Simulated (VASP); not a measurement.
Input of a VASP 6.6.1 run:

Contents of INCAR:

```
PREC = Accurate
ENCUT = 520
EDIFF = 1E-6
ISMEAR = -1
SIGMA = 0.05
LREAL = False
LASPH = True
NELM = 100
ALGO = Normal
ISIF = 2
LWAVE = False
LCHARG = False
NBANDS = 19
```

KPOINTS

```
regular mesh
0
Gamma
  11 11 6
```

Contents of POSCAR:

```
Zn
1.0
    2.6520799970      0.0000000000      0.0000000000
   -1.3260399985      2.2967686502      0.0000000000
    0.0000000000      0.0000000000      4.9326701367
Zn
2
Direct
    0.6666666667      0.3333333333      0.7500000000
    0.3333333333      0.6666666667      0.2500000000
```

Potentials or basis: VASP PAW LDA potentials, release 64 (Zn).

Launch:

```sh
$ cat potpaw_LDA.64/Zn/POTCAR > POTCAR
$ mpirun -np 1 vasp_std > vasp.out
```

(1) Estimate the band gap on the k mesh.

(2) Predict the pressure.

## Answers

(1) zero (band 12 reaches 4.69 eV, above the bottom of band 13 at -0.14 eV).

(2) -7.5 GPa.
